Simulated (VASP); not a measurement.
Sn: single point with PBE

Crystal: Sn.

```xyz
2
Lattice="0.0000 3.2333 3.2333 3.2333 0.0000 3.2333 3.2333 3.2333 0.0000" Properties=species:S:1:pos:R:3 pbc="T T T"
Sn    0.0000    0.0000    0.0000
Sn    1.6167    1.6167    1.6167
```

This isn't the form of Sn at room conditions, which is tetragonal (white tin).

```json
{"Program": "VASP 6.6.1", "Task": "single point", "Functional": "PBE", "Potentials or basis": "VASP PAW PBE potentials, release 64 (Sn_d)", "Cutoff": "520 eV", "k mesh": "12 × 12 × 12", "Occupations": "gaussian, width 0.05 eV", "Spin": "no spin polarisation", "Dipole correction": "no", "Further INCAR settings": "ALGO = Normal; EDIFF = 1e-07; NBANDS = 21"}
```

| Item | Value |
| --- | --- |
| Pressure | 3.7 GPa |
| Band gap on the k mesh | zero (bands 14 and 15 overlap by 0.07 eV) |

Levels at points of the mesh, in eV from the Fermi level:
```tsv
k point	band 10	band 11	band 12	band 13	band 14	band 15	band 16	band 17	band 18	band 19
(0.00, 0.00, 0.00)	-21.33	-10.69	-0.57	0.08	0.08	0.08	2.15	2.15	2.15	5.02
(0.50, 0.00, 0.00)	-21.28	-9.04	-6.35	-1.15	-1.15	0.00	3.23	3.23	5.63	8.56
(0.50, 0.50, 0.00)	-21.26	-7.56	-7.56	-2.51	-2.51	0.80	0.80	7.78	7.78	9.39
```

It took 120 s on 1 thread of Intel Xeon 8259CL, on a shared host, peak memory 0.25 GiB.

Caveat: the cell stands under pressure; spin-orbit coupling is left out, which moves the levels of the heavy elements.
